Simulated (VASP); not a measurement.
# Ca in VASP: further runs

The runs below take Ca through single point, with PBE, r2SCAN.

Program: VASP 6.6.1. These are calculated values, not measurements. Logs are shortened: lines on timing, memory, paths and dates and some standing lists are left out, and cuts for length are marked.

## 1. The cell of the first run

The typed cell holds 1 atom: a = 3.765 Å, b = 3.733 Å, c = 3.749 Å, α = 110.97°, β = 108.58°, γ = 109.27°.

## 2. Single point, PBE (the cell strained at random)

INCAR reads:

```
PREC     = Accurate       # precision mode
ENCUT    = 520            # plane-wave cutoff, eV
EDIFF    = 1E-6           # SCF threshold, eV
ISMEAR   = 0              # smearing method
SIGMA    = 0.1            # smearing width, eV
LREAL    = False          # projectors in reciprocal space
LASPH    = True           # aspherical terms in the spheres
NELM     = 100            # most SCF steps
ALGO     = Normal         # electronic algorithm
ISIF     = 2              # what is computed and relaxed
LWAVE    = False          # write WAVECAR
LCHARG   = True           # write CHGCAR
GGA      = PE             # functional
LELF     = True           # ELF
LVHAR    = True         
NBANDS   = 11             # bands
```

KPOINTS reads:

```
regular mesh
0
Gamma
  12 12 12
```

POSCAR reads:

```
Ca
1.0
   -2.1371895839      2.2000811016      2.1839850039
    2.1125930981     -2.1963477065      2.1555378607
    2.1269574332      2.1861155557     -2.1802361556
Ca
1
Direct
    0.5000000000      0.5000000000      0.0000000000
```

Potentials or basis: VASP PAW PBE potentials, release 64 (Ca_sv).

Run with:

```
$ cat potpaw_PBE.64/Ca_sv/POTCAR > POTCAR
$ mpirun -np 1 vasp_std > vasp.out
```

OUTCAR:

```text
PREC = Accurate
   ENCUT = 520
   EDIFF = 1E-6
   ISMEAR = 0
   LREAL = False
   LASPH = True
   NELM = 100
   ISIF = 2
   GGA = PE

 ion  position               nearest neighbor table
   1  0.500  0.500  0.000-

  LATTYP: Found a triclinic cell.
 ALAT       =     3.7327384472
 B/A-ratio  =     1.6515568724
 C/A-ratio  =     1.9024015978
 COS(alpha) =     0.0004264141
 COS(beta)  =     0.5117619809
 COS(gamma) =     0.8231027856

  Lattice vectors:

 A1 = (   2.1125930981,  -2.1963477065,   2.1555378607)
 A2 = (  -0.0143643351,  -4.3824632622,   4.3357740163)
 A3 = (   6.3767401152,  -2.2103132524,  -2.2086832988)

Analysis of symmetry for initial positions (statically):
=====================================================================
 Subroutine PRICEL returns:
 Original cell was already a primitive cell.

 Routine SETGRP: Setting up the symmetry group for a
 triclinic supercell.

 Subroutine GETGRP returns: Found  2 space group operations
 (whereof  2 operations were pure point group operations)
 out of a pool of  2 trial point group operations.

The static configuration has the point symmetry S_2 .

Analysis of symmetry for dynamics (positions and initial velocities):
=====================================================================
 Subroutine PRICEL returns:
 Original cell was already a primitive cell.

 Routine SETGRP: Setting up the symmetry group for a
 triclinic supercell.

 Subroutine GETGRP returns: Found  2 space group operations
 (whereof  2 operations were pure point group operations)
 out of a pool of  2 trial point group operations.

The dynamic configuration has the point symmetry S_2 .

 Subroutine INISYM returns: Found  2 space group operations
 (whereof  2 operations are pure point group operations),
 and found     1 'primitive' translations

----------------------------------------------------------------------------------------

                                     Primitive cell

  volume of cell :      40.3462

  direct lattice vectors                    reciprocal lattice vectors
    -2.137189584  2.200081102  2.183985004     0.001891177  0.227795568  0.230254822
     2.112593098 -2.196347707  2.155537861     0.237225222  0.000355296  0.231784372
     2.126957433  2.186115556 -2.180236156     0.236432300  0.228538527  0.001143485

[... 84 lines left out ...]
   NSW    =      0    number of steps for IOM
   IBRION =     -1    ionic relax: 0-MD 1-quasi-New 2-CG
   NFREE  =      0    steps in history (QN), initial steepest desc. (CG)
   ISIF   =      2    stress and relaxation
   ISYM   =      2    0-nonsym 1-usesym 2-fastsym
   POTIM  = 0.5000    time-step for ionic-motion
   TEBEG  =    0.0;   TEEND  =   0.0 temperature during run
   PSTRESS=    0.0 pullay stress
   NELECT =      10.0000    total number of electrons
   NUPDOWN=      -1.0000    fix difference up-down
   EMIN   =  10.00;   EMAX   =-10.00  energy-range for DOS
   EFERMI =   0.00;   METHOD = LEGACY
   ISMEAR =     0;   SIGMA  =   0.10  broadening in eV -4-tet -1-fermi 0-gaus
   EFERMI_NEDOS =   21; number of points for ismear=-14 and -15
   IALGO  =     38    algorithm
   IMIX   =      4    mixing-type and parameters
     AMIX     =   0.40;   BMIX     =  1.00
     AMIX_MAG =   1.60;   BMIX_MAG =  1.00
  volume/ion in A,a.u.               =      40.35       272.27
  Fermi-wavevector in a.u.,A,eV,Ry     =   1.028349  1.943298 14.388186  1.057502
  Thomas-Fermi vector in A             =   2.162341
   LORBIT       =      0    0 simple, 1 ext, 2 COOP (PROOUT), +10 PAW based schemes
   GGA     = PE    functional components
   LHFCALC =     F    Hartree Fock is set to
   AEXX    =    0.0000 exact exchange contribution
   IVDW    =     0    specifies the selected vdW correction
   LEPSILON=     F    determine dielectric tensor
   LRPA    =     F    only Hartree local field effects (RPA)
 non-spin polarized calculation
 Gauss-broadening in eV      SIGMA  =   0.10
  energy-cutoff  :      520.00
  volume of cell :       40.35
 maximum number of plane-waves:      1108
   NGX = 13   NGY = 13   NGZ = 13

 number of electron      10.0000001 magnetization

 Free energy of the ion-electron system (eV)
  ---------------------------------------------------
  ext. energy  EPLUGINS =         0.00000000
  ---------------------------------------------------
  free energy    TOTEN  =        -1.91136089 eV

  energy without entropy =       -1.90251164  energy(sigma->0) =       -1.90693626

 E-fermi :   2.2077     XC(G=0):  -7.8736

 val. band max:        2.2072973014   @ k =   0.3333   0.4167   0.4167
 cond. band min:       2.2090479546   @ k =   0.3333   0.0833   0.2500
 fundamental gap:      0.0017506532
 Fermi energy:         2.2076868441

 k-point     1 :       0.0000    0.0000    0.0000
  band No.  band energies     occupation
      1     -39.7579      2.00000
      2     -20.6721      2.00000
      3     -20.6662      2.00000
      4     -20.6638      2.00000
      5      -1.9589      2.00000
      6       4.4539      0.00000
      7       4.5860      0.00000
      8       4.6276      0.00000
      9       5.5603      0.00000
     10       5.7473      0.00000
     11      12.4656      0.00000
[... 309 lines left out ...]
 k-point    24 :       0.3333    0.1667    0.0000
  band No.  band energies     occupation
      1     -39.7396      2.00000
      2     -20.8126      2.00000
      3     -20.7314      2.00000
      4     -20.6775      2.00000
      5       1.0508      2.00000
      6       2.5792      0.00000
      7       3.5094      0.00000
      8       5.4372      0.00000
      9       5.8926      0.00000
     10       6.7335      0.00000
     11       7.8571      0.00000

 [... further k-points ...]

------------------------ aborting loop because EDIFF is reached ----------------------------------------

  FORCE on cell =-STRESS in cart. coord.  units (eV):
  Direction    XX          YY          ZZ          XY          YZ          ZX
  --------------------------------------------------------------------------------------
  -------------------------------------------------------------------------------------
  Total        0.1845788      0.2036242      0.1939254      0.0121791     -0.0042298      0.0324917
  in kB        7.3297570      8.0860656      7.7009192      0.4836391     -0.1679666      1.2902699
  external PRESSURE =       7.7055806 kB  Pullay stress =       0.0000000 kB

 VOLUME and BASIS-vectors are now :
 -----------------------------------------------------------------------------
  energy-cutoff  :      520.00
  volume of cell :       40.35
      direct lattice vectors                 reciprocal lattice vectors
    -2.137189584  2.200081102  2.183985004     0.001891177  0.227795568  0.230254822
     2.112593098 -2.196347707  2.155537861     0.237225222  0.000355296  0.231784372
     2.126957433  2.186115556 -2.180236156     0.236432300  0.228538527  0.001143485

 POSITION                                       TOTAL-FORCE (eV/Angst)
 -----------------------------------------------------------------------------------
     -0.01230      0.00187      2.16976        -0.000000      0.000000     -0.000000
 -----------------------------------------------------------------------------------
    total drift:                                0.000000     -0.000000      0.000000

  FREE ENERGIE OF THE ION-ELECTRON SYSTEM (eV)
  ---------------------------------------------------
  free  energy   TOTEN  =        -1.9113608906 eV

  energy  without entropy=       -1.9025116363  energy(sigma->0) =       -1.90693626
```

stdout:

```text
POSCAR found type information on POSCAR Ca
 POSCAR found :  1 types and       1 ions
 scaLAPACK will be used
 LDA part: xc-table for (Slater+PW92), standard interpolation
 POSCAR, INCAR and KPOINTS ok, starting setup
 FFT: planning ... GRIDC
 FFT: planning ... GRID_SOFT
 FFT: planning ... GRID
 WAVECAR not read
 entering main loop
```

It took 1.7 min on 1 thread of Intel Xeon 6975P-C (Granite Rapids), shared host; peak memory 0.47 GiB.

Results:

```
Free energy            : -1.9114 eV
Pressure               : 0.8 GPa
Band gap on the k mesh : zero (band 5 reaches 2.52 eV, above the bottom of band 6 at 2.12 eV)
```

Caveat: the cell differs from its parent crystal (the cell strained at random).

## 3. Single point, r2SCAN (functional r2SCAN, strained)

POSCAR reads:

```
Ca
1.0
   -2.2359013559      2.2359013559      2.2266847282
    2.2359013559     -2.2359013559      2.2266847282
    2.2359013559      2.2359013559     -2.2266847282
Ca
1
Direct
    0.5000000000      0.5000000000      0.0000000000
```

INCAR.step1 reads:

```
PREC = Accurate
ENCUT = 520
ISMEAR = 0
SIGMA = 0.1
LREAL = False
LASPH = True
NELM = 100
NBANDS = 11
GGA = PE
ALGO = Normal
EDIFF = 1E-4
LWAVE = True
LCHARG = False
```

INCAR.step2 reads:

```
PREC = Accurate
ENCUT = 520
EDIFF = 1E-6
ISMEAR = 0
SIGMA = 0.1
LREAL = False
LASPH = True
NELM = 100
ALGO = Normal
ISIF = 2
LWAVE = False
LCHARG = False
METAGGA = R2SCAN
LMIXTAU = True
NBANDS = 11
ISTART = 1
```

KPOINTS reads:

```
Automatic mesh
0
Gamma
  14 14 14
```

Potentials or basis: VASP PAW PBE potentials, release 64 (Ca_sv).

Run with:

```
$ cat potpaw_PBE.64/Ca_sv/POTCAR > POTCAR
$ cp INCAR.step1 INCAR
$ mpirun -np 1 vasp_std > vasp.out
$ cp INCAR.step2 INCAR
$ mpirun -np 1 vasp_std > vasp.out
```

Run time: 2.8 min. Hardware: 1 thread of Intel Xeon 6975P-C (Granite Rapids), shared host; peak memory 0.25 GiB.

The run converged. Its results:

```yaml
Free_energy: -7.0182 eV
Pressure: -0.4 GPa
Band_gap_on_the_k_mesh: zero (band 5 reaches 2.08 eV, above the bottom of band 6 at 1.65 eV)
```

Levels at points of the mesh, in eV from the Fermi level:
```csv
k point,band 3,band 4,band 5,band 6,band 7,band 8
"(0.00, 0.00, 0.00)",-24.00,-24.00,-4.23,2.57,2.59,2.59
"(0.50, 0.00, 0.00)",-24.04,-24.00,-0.83,-0.17,1.58,3.54
"(0.50, 0.50, 0.00)",-24.04,-24.00,-0.84,-0.19,1.60,3.52
"(0.50, 0.50, 0.50)",-24.08,-24.08,0.19,0.20,3.94,3.94
```

Caveat: the cell differs from its parent crystal (functional r2SCAN, strained); the PAW data sets were made with another functional, which shifts forces and pressure a little.
